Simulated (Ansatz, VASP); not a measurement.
## NbIn2Se3: VASP beside Ansatz

```
Nb In Se
1.0
     3.67068    0.00000    0.00000
    -1.83534    3.17891    0.00000
     0.00000    0.00000   12.61956
Nb In Se
1 2 3
Direct
  0.00000 0.00000 0.00000
  0.66667 0.33333 0.65518
  0.66667 0.33333 0.34482
  0.33333 0.66667 0.87279
  0.33333 0.66667 0.12721
  0.00000 0.00000 0.50000
```

Alike in both runs: task single point; functional r2SCAN; k mesh 12 × 12 × 4; occupations gaussian, width 0.1 eV; no spin polarisation.

```csv
,VASP,Ansatz
version,VASP 6.6.1,Ansatz 0.2.0
potentials or method,"VASP PAW PBE potentials, release 64 (Nb_sv, In_d, Se), cutoff 520 eV","scalar-relativistic, plane waves, PAW"
valence electrons in the cell,57,87
```

|  | VASP | Ansatz | Ansatz less VASP |
| --- | --- | --- | --- |
| gap on the k mesh at the Fermi level (eV) | none | none | - |
| pressure (GPa) | -1.0 | -1.0 | 0.00 |
| traceless stress, the component that is largest in VASP (GPa) | -0.37 | -0.38 | -0.014 |
| rms of the force components (eV/Å) | 0.071 | 0.072 | +0.0014 |

VASP's potentials were made for PBE, not for r2SCAN. Atom by atom the forces differ by 0.005 eV/Å (rms over components). A gap of «none» marks a metal or a gap that the smearing closes. With one functional, cell and mesh, what is left measures potentials, basis and numerics. VASP's potentials hold 57 valence electrons a cell and Ansatz's 87, so a difference there can come from the potentials and not from the codes.
